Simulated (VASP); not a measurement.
# TaN (Fm-3m) in VASP: further runs

Runs on TaN. Level: r2SCAN. Tasks: single point.

Everything below comes from runs of VASP 6.6.1. Logs are shortened: lines on timing, memory, paths and dates and some standing lists are left out, and cuts for length are marked.

## Step 1: The cell of the first run

It takes space group Fm-3m (No. 225, cubic). Conventional cell: a = 4.398 Å, b = 4.398 Å, c = 4.398 Å, α = 90.00°, β = 90.00°, γ = 90.00°. Ta (site symmetry m-3m) has 6 N at 2.20 Å within 2.9 Å. Within 2.9 Å of N (site symmetry m-3m) lie 6 Ta at 2.20 Å.

## Step 2: Single point, r2SCAN

POSCAR reads:

```
TaN
1.0
    0.0000000000      2.1989133455      2.1989133455
    2.1989133455      0.0000000000      2.1989133455
    2.1989133455      2.1989133455      0.0000000000
Ta N
1 1
Direct
    0.5000000000      0.5000000000      0.5000000000
    0.0000000000      0.0000000000      0.0000000000
```

INCAR.step1 reads:

```
SYSTEM = TaN
PREC = Accurate
ENCUT = 520
ISMEAR = 0
SIGMA = 0.1
LREAL = .FALSE.
LASPH = .TRUE.
NELM = 60
NBANDS = 15
GGA = PE
ALGO = Normal
EDIFF = 1E-4
LWAVE = .TRUE.
LCHARG = .FALSE.
```

INCAR.step2 reads:

```
SYSTEM = TaN
PREC = Accurate
ENCUT = 520
EDIFF = 1E-6
ISMEAR = 0
SIGMA = 0.1
LREAL = .FALSE.
LASPH = .TRUE.
NELM = 60
ALGO = Normal
ISIF = 2
LWAVE = .FALSE.
LCHARG = .FALSE.
METAGGA = R2SCAN
LMIXTAU = .TRUE.
NBANDS = 15
ISTART = 1
```

KPOINTS reads:

```
regular mesh
0
G
  8 8 8
  0 0 0
```

Potentials or basis: VASP PAW PBE potentials, release 64 (Ta_pv, N).

On the command line:

```sh
$ cat potpaw_PBE.64/Ta_pv/POTCAR potpaw_PBE.64/N/POTCAR > POTCAR
$ cp INCAR.step1 INCAR
$ mpirun -np 1 vasp_std > vasp.out
$ cp INCAR.step2 INCAR
$ mpirun -np 1 vasp_std > vasp.out
```

OUTCAR:

```text
SYSTEM = TaN
   PREC = Accurate
   ENCUT = 520
   EDIFF = 1E-6
   ISMEAR = 0
   LREAL = .FALSE.
   LASPH = .TRUE.
   NELM = 60
   ISIF = 2
   METAGGA = R2SCAN
   ISTART = 1

 ion  position               nearest neighbor table
   1  0.500  0.500  0.500-   2 2.20   2 2.20   2 2.20   2 2.20   2 2.20   2 2.20
   2  0.000  0.000  0.000-   1 2.20   1 2.20   1 2.20   1 2.20   1 2.20   1 2.20

  LATTYP: Found a face centered cubic cell.
 ALAT       =     4.3978266910

  Lattice vectors:

 A1 = (   0.0000000000,   2.1989133455,   2.1989133455)
 A2 = (   2.1989133455,   0.0000000000,   2.1989133455)
 A3 = (   2.1989133455,   2.1989133455,   0.0000000000)

Analysis of symmetry for initial positions (statically):
=====================================================================
 Subroutine PRICEL returns:
 Original cell was already a primitive cell.

 Routine SETGRP: Setting up the symmetry group for a
 face centered cubic supercell.

 Subroutine GETGRP returns: Found 48 space group operations
 (whereof 48 operations were pure point group operations)
 out of a pool of 48 trial point group operations.

The static configuration has the point symmetry O_h .

Analysis of symmetry for dynamics (positions and initial velocities):
=====================================================================
 Subroutine PRICEL returns:
 Original cell was already a primitive cell.

 Routine SETGRP: Setting up the symmetry group for a
 face centered cubic supercell.

 Subroutine GETGRP returns: Found 48 space group operations
 (whereof 48 operations were pure point group operations)
 out of a pool of 48 trial point group operations.

The dynamic configuration has the point symmetry O_h .

 Subroutine INISYM returns: Found 48 space group operations
 (whereof 48 operations are pure point group operations),
 and found     1 'primitive' translations

----------------------------------------------------------------------------------------

                                     Primitive cell

  volume of cell :      21.2645

  direct lattice vectors                    reciprocal lattice vectors
     0.000000000  2.198913345  2.198913345    -0.227385040  0.227385040  0.227385040
     2.198913345  0.000000000  2.198913345     0.227385040 -0.227385040  0.227385040
     2.198913345  2.198913345  0.000000000     0.227385040  0.227385040 -0.227385040

  length of vectors
     3.109733076  3.109733076  3.109733076     0.393842443  0.393842443  0.393842443

  position of ions in fractional coordinates (direct lattice)
     0.500000000  0.500000000  0.500000000
     0.000000000  0.000000000  0.000000000

  ion indices of the primitive-cell ions
   primitive index   ion index
                 1           1
                 2           2

----------------------------------------------------------------------------------------

 KPOINTS: regular mesh

Automatic generation of k-mesh.
 Grid dimensions read from file:
 generate k-points for:    8    8    8

 Generating k-lattice:

  Cartesian coordinates                     Fractional coordinates (reciprocal lattice)
    -0.028423130  0.028423130  0.028423130     0.125000000  0.000000000  0.000000000
     0.028423130 -0.028423130  0.028423130     0.000000000  0.125000000  0.000000000
     0.028423130  0.028423130 -0.028423130     0.000000000  0.000000000  0.125000000

  Length of vectors
     0.049230305  0.049230305  0.049230305

  Shift w.r.t. Gamma in fractional coordinates (k-lattice)
     0.000000000  0.000000000  0.000000000

 Subroutine IBZKPT returns following result:
 ===========================================

 Found     29 irreducible k-points:

 Following reciprocal coordinates:
            Coordinates               Weight
  0.000000  0.000000  0.000000      1.000000
  0.125000  0.000000  0.000000      8.000000
  0.250000  0.000000  0.000000      8.000000
  0.375000  0.000000  0.000000      8.000000
  0.500000  0.000000  0.000000      4.000000
  0.125000  0.125000  0.000000      6.000000
[... 16 lines left out ...]
  0.500000  0.250000  0.125000     48.000000
 -0.375000  0.250000  0.125000     24.000000
 [... further k-points ...]
   k-points           NKPTS =     29   k-points in BZ     NKDIM =     29   number of bands    NBANDS=     15
   number of dos      NEDOS =    301   number of ions     NIONS =      2
   total plane-waves  NPLWV =  13824
   dimension x,y,z NGX =    24 NGY =   24 NGZ =   24
   dimension x,y,z NGXF=    48 NGYF=   48 NGZF=   48
   ions per type =               1   1
   NGX,Y,Z   is equivalent  to a cutoff of  12.83, 12.83, 12.83 a.u.
   NGXF,Y,Z  is equivalent  to a cutoff of  25.66, 25.66, 25.66 a.u.
 SYSTEM =  TaN
   PREC   = accura    normal or accurate (medium, high low for compatibility)
   ISTART =      1    job   : 0-new  1-cont  2-samecut
   ICHARG =      0    charge: 1-file 2-atom 10-const
   ISPIN  =      1    spin polarized calculation?
   LNONCOLLINEAR =      F non collinear calculations
   LSORBIT =      F    spin-orbit coupling
   LASPH  =      T    aspherical Exc in radial PAW
   ENCUT  =  520.0 eV  38.22 Ry    6.18 a.u.   5.78  5.78  5.78*2*pi/ulx,y,z
   NELM   =     60;   NELMIN=  2; NELMDL=  0     # of ELM steps
   EDIFF  = 0.1E-05   stopping-criterion for ELM
   LREAL  =      F    real-space projection
   EDIFFG = 0.1E-04   stopping-criterion for IOM
   NSW    =      0    number of steps for IOM
   IBRION =     -1    ionic relax: 0-MD 1-quasi-New 2-CG
   NFREE  =      0    steps in history (QN), initial steepest desc. (CG)
   ISIF   =      2    stress and relaxation
   ISYM   =      2    0-nonsym 1-usesym 2-fastsym
   POTIM  = 0.5000    time-step for ionic-motion
   TEBEG  =    0.0;   TEEND  =   0.0 temperature during run
   PSTRESS=    0.0 pullay stress
   NELECT =      16.0000    total number of electrons
   NUPDOWN=      -1.0000    fix difference up-down
   EMIN   =  10.00;   EMAX   =-10.00  energy-range for DOS
   EFERMI =   0.00;   METHOD = LEGACY
   ISMEAR =     0;   SIGMA  =   0.10  broadening in eV -4-tet -1-fermi 0-gaus
   EFERMI_NEDOS =   21; number of points for ismear=-14 and -15
   IALGO  =     38    algorithm
   IMIX   =      4    mixing-type and parameters
     AMIX     =   0.40;   BMIX     =  1.00
     AMIX_MAG =   1.60;   BMIX_MAG =  1.00
  volume/ion in A,a.u.               =      10.63        71.75
  Fermi-wavevector in a.u.,A,eV,Ry     =   1.489007  2.813815 30.166042  2.217142
  Thomas-Fermi vector in A             =   2.601970
   LORBIT       =      0    0 simple, 1 ext, 2 COOP (PROOUT), +10 PAW based schemes
   METAGGA = R2SCAN    functional components
   LHFCALC =     F    Hartree Fock is set to
   AEXX    =    0.0000 exact exchange contribution
   IVDW    =     0    specifies the selected vdW correction
   LEPSILON=     F    determine dielectric tensor
   LRPA    =     F    only Hartree local field effects (RPA)
 non-spin polarized calculation
 Gauss-broadening in eV      SIGMA  =   0.10
  energy-cutoff  :      520.00
  volume of cell :       21.26
 maximum number of plane-waves:       588
   NGX = 11   NGY = 11   NGZ = 11

 number of electron      16.0000002 magnetization

 Free energy of the ion-electron system (eV)
  ---------------------------------------------------
  ext. energy  EPLUGINS =         0.00000000
  ---------------------------------------------------
  free energy    TOTEN  =       -59.60248475 eV

  energy without entropy =      -59.59971869  energy(sigma->0) =      -59.60110172

 E-fermi :   9.6715     XC(G=0): -14.4494

 val. band max:        9.5896000761   @ k =  -0.2500   0.3750   0.1250
 cond. band min:       9.7480755167   @ k =   0.0000   0.0000   0.0000
 fundamental gap:      0.1584754406
 Fermi energy:         9.6714959970

 k-point     1 :       0.0000    0.0000    0.0000
  band No.  band energies     occupation
      1     -27.5290      2.00000
      2     -27.5290      2.00000
      3     -27.5290      2.00000
      4     -10.3979      2.00000
      5       5.4698      2.00000
      6       5.4698      2.00000
      7       5.4698      2.00000
      8       7.4457      2.00000
      9       7.4457      2.00000
     10       7.4457      2.00000
     11       9.7481      0.27881
     12       9.7481      0.27880
     13      11.4024      0.00000
     14      19.1841      0.00000
     15      19.6203      0.00000

 k-point     2 :       0.1250    0.0000    0.0000
  band No.  band energies     occupation
      1     -27.6673      2.00000
      2     -27.5412      2.00000
      3     -27.5412      2.00000
      4     -10.0242      2.00000
      5       3.9043      2.00000
      6       4.4195      2.00000
      7       4.4195      2.00000
      8       7.9832      2.00000
      9       7.9832      2.00000
     10       8.0196      2.00000
     11      11.1138      0.00000
     12      11.1138      0.00000
     13      12.4688      0.00000
     14      19.1839      0.00000
     15      20.7417      0.00000

 k-point     3 :       0.2500    0.0000    0.0000
  band No.  band energies     occupation
      1     -27.9871      2.00000
      2     -27.5704      2.00000
      3     -27.5704      2.00000
      4      -9.0632      2.00000
      5       1.5395      2.00000
      6       2.9534      2.00000
      7       2.9534      2.00000
      8       8.8445      2.00000
      9       9.2051      2.00000
     10       9.2051      2.00000
     11      13.7025      0.00000
     12      13.7025      0.00000
     13      14.3569      0.00000
     14      19.1831      0.00000
     15      22.5654      0.00000
[... 343 lines left out ...]
 k-point    23 :       0.5000    0.2500    0.1250
  band No.  band energies     occupation
      1     -28.2029      2.00000
      2     -27.8112      2.00000
      3     -27.6602      2.00000
      4      -8.1991      2.00000
      5       0.2397      2.00000
      6       2.1490      2.00000
      7       2.6172      2.00000
      8       8.4311      2.00000
      9      11.5783      0.00000
     10      11.8009      0.00000
     11      13.4344      0.00000
     12      15.9928      0.00000
     13      18.2114      0.00000
     14      19.1785      0.00000
     15      21.0431      0.00000

 k-point    24 :      -0.3750    0.2500    0.1250
  band No.  band energies     occupation
      1     -28.2704      2.00000
      2     -27.8325      2.00000
      3     -27.6865      2.00000
      4      -7.9766      2.00000
      5       0.0228      2.00000
      6       2.1022      2.00000
      7       2.1817      2.00000
      8       9.8378      0.01871
      9      10.3049      0.00000
     10      12.2645      0.00000
     11      14.9651      0.00000
     12      16.2235      0.00000
     13      18.4008      0.00000
     14      19.1759      0.00000
     15      20.6231      0.00000

 [... further k-points ...]
[... 5 lines left out ...]
  --------------------------------------------------------------------------------------
  -------------------------------------------------------------------------------------
  Total        0.2361639      0.2361639      0.2361639     -0.0000000      0.0000000      0.0000000
  in kB       17.7938460     17.7938460     17.7938460     -0.0000000      0.0000000      0.0000000
  external PRESSURE =      17.7938460 kB  Pullay stress =       0.0000000 kB

 VOLUME and BASIS-vectors are now :
 -----------------------------------------------------------------------------
  energy-cutoff  :      520.00
  volume of cell :       21.26
      direct lattice vectors                 reciprocal lattice vectors
     0.000000000  2.198913345  2.198913345    -0.227385040  0.227385040  0.227385040
     2.198913345  0.000000000  2.198913345     0.227385040 -0.227385040  0.227385040
     2.198913345  2.198913345  0.000000000     0.227385040  0.227385040 -0.227385040

 POSITION                                       TOTAL-FORCE (eV/Angst)
 -----------------------------------------------------------------------------------
      2.19891      2.19891      2.19891        -0.000000      0.000000     -0.000000
      0.00000      0.00000      0.00000         0.000000     -0.000000      0.000000
 -----------------------------------------------------------------------------------
    total drift:                                0.000000     -0.000000     -0.000000

  FREE ENERGIE OF THE ION-ELECTRON SYSTEM (eV)
  ---------------------------------------------------
  free  energy   TOTEN  =       -59.6024847470 eV

  energy  without entropy=      -59.5997186893  energy(sigma->0) =      -59.60110172
```

It took 31 s on 1 thread of AMD EPYC 7R43 (Zen 3), shared host; peak memory 0.11 GiB.

Results:

```
Free energy            : -59.6025 eV
Pressure               : 1.8 GPa
Band gap on the k mesh : zero (band 8 reaches 11.54 eV, above the bottom of band 9 at 7.45 eV)
```

Caveat: the PAW data sets were made with another functional, which shifts forces and pressure a little; spin-orbit coupling is left out, which moves the levels of the heavy elements.

## Step 3: Single point, r2SCAN

This run uses another cell than the first one, of 10.35 Å³/atom, 0.973 times its volume.

POSCAR reads:

```
TaN
1.0
    0.0000000000      2.1790000000      2.1790000000
    2.1790000000      0.0000000000      2.1790000000
    2.1790000000      2.1790000000      0.0000000000
Ta N
1 1
Direct
    0.5000000000      0.5000000000      0.5000000000
    0.0000000000      0.0000000000      0.0000000000
```

INCAR.step1 reads:

```
SYSTEM = TaN
PREC = Accurate ; ENCUT = 520
ISMEAR = 0 ; SIGMA = 0.1
LREAL = .FALSE. ; LASPH = .TRUE.
NELM = 80 ; NBANDS = 15
GGA = PE ; ALGO = Normal
EDIFF = 1E-4 ; LWAVE = .TRUE.
LCHARG = .FALSE.
```

INCAR.step2 reads:

```
SYSTEM = TaN
PREC = Accurate ; ENCUT = 520
EDIFF = 1E-6 ; ISMEAR = 0
SIGMA = 0.1 ; LREAL = .FALSE.
LASPH = .TRUE. ; NELM = 80
ALGO = Normal ; ISIF = 2
LWAVE = .FALSE. ; LCHARG = .FALSE.
METAGGA = R2SCAN ; LMIXTAU = .TRUE.
NBANDS = 15 ; ISTART = 1
```

KPOINTS is that of step 2.

Potentials or basis: VASP PAW PBE potentials, release 64 (Ta_pv, N).

On the command line:

```sh
$ cat potpaw_PBE.64/Ta_pv/POTCAR potpaw_PBE.64/N/POTCAR > POTCAR
$ cp INCAR.step1 INCAR
$ mpirun -np 1 vasp_std > vasp.out
$ cp INCAR.step2 INCAR
$ mpirun -np 1 vasp_std > vasp.out
```

Run time: 14 s. Hardware: 1 thread of Intel Xeon 6975P-C (Granite Rapids), shared host; peak memory 0.14 GiB.

The run converged. Its results:

| Quantity | Value |
| --- | --- |
| Free energy | -59.5775 eV |
| Pressure | 12.1 GPa |
| Band gap on the k mesh | zero (band 8 reaches 11.94 eV, above the bottom of band 9 at 7.68 eV) |

Levels at points of the mesh, in eV from the Fermi level:
```
           k point  band 6  band 7  band 8  band 9  band 10  band 11
(0.00, 0.00, 0.00)   -4.28   -4.28   -2.30   -2.30    -2.30     0.08
(0.50, 0.00, 0.00)   -8.26   -8.26    1.96    1.96     2.11     4.13
(0.50, 0.50, 0.00)   -5.87   -5.13   -5.13    2.25     3.65     3.65
```

Caveat: the PAW data sets were made with another functional, which shifts forces and pressure a little; spin-orbit coupling is left out, which moves the levels of the heavy elements.

## Step 4: Single point, r2SCAN

POSCAR reads:

```
TaN
1.0
    0.0000000000      2.1989133438      2.1989133438
    2.1989133438      0.0000000000      2.1989133438
    2.1989133438      2.1989133438      0.0000000000
Ta N
1 1
Direct
    0.5000000000      0.5000000000      0.5000000000
    0.0000000000      0.0000000000      0.0000000000
```

INCAR.step1 reads:

```
SYSTEM = TaN
PREC = Accurate
ENCUT = 520
ISMEAR = 0
SIGMA = 0.1
LREAL = .FALSE.
LASPH = .TRUE.
NELM = 60
NBANDS = 15
GGA = PE
ALGO = Normal
EDIFF = 1E-4
LWAVE = .TRUE.
LCHARG = .FALSE.
```

INCAR.step2 reads:

```
SYSTEM = TaN
PREC = Accurate
ENCUT = 520
EDIFF = 1E-6
ISMEAR = 0
SIGMA = 0.1
LREAL = .FALSE.
LASPH = .TRUE.
NELM = 60
ALGO = Normal
ISIF = 2
LWAVE = .FALSE.
LCHARG = .FALSE.
METAGGA = R2SCAN
LMIXTAU = .TRUE.
NBANDS = 15
ISTART = 1
```

KPOINTS is that of step 3.

On the command line:

```sh
$ cat potpaw_PBE.64/Ta_pv/POTCAR potpaw_PBE.64/N/POTCAR > POTCAR
$ cp INCAR.step1 INCAR
$ mpirun -np 1 vasp_std > vasp.out
$ cp INCAR.step2 INCAR
$ mpirun -np 1 vasp_std > vasp.out
```

Wall time 14 s (1 thread of Intel Xeon 6975P-C (Granite Rapids), shared host); peak memory 0.14 GiB.

The run converged. Its results:

```yaml
Free_energy: -59.6025 eV
Pressure: 1.8 GPa
Band_gap_on_the_k_mesh: zero (band 8 reaches 11.54 eV, above the bottom of band 9 at 7.45 eV)
```

Levels at points of the mesh, in eV from the Fermi level:
```csv
k point,band 6,band 7,band 8,band 9,band 10,band 11
"(0.00, 0.00, 0.00)",-4.20,-4.20,-2.23,-2.23,-2.23,0.08
"(0.50, 0.00, 0.00)",-8.05,-8.05,1.87,1.87,2.02,4.04
"(0.50, 0.50, 0.00)",-5.67,-5.06,-5.06,2.16,3.49,3.49
```

Caveat: the PAW data sets were made with another functional, which shifts forces and pressure a little; spin-orbit coupling is left out, which moves the levels of the heavy elements.
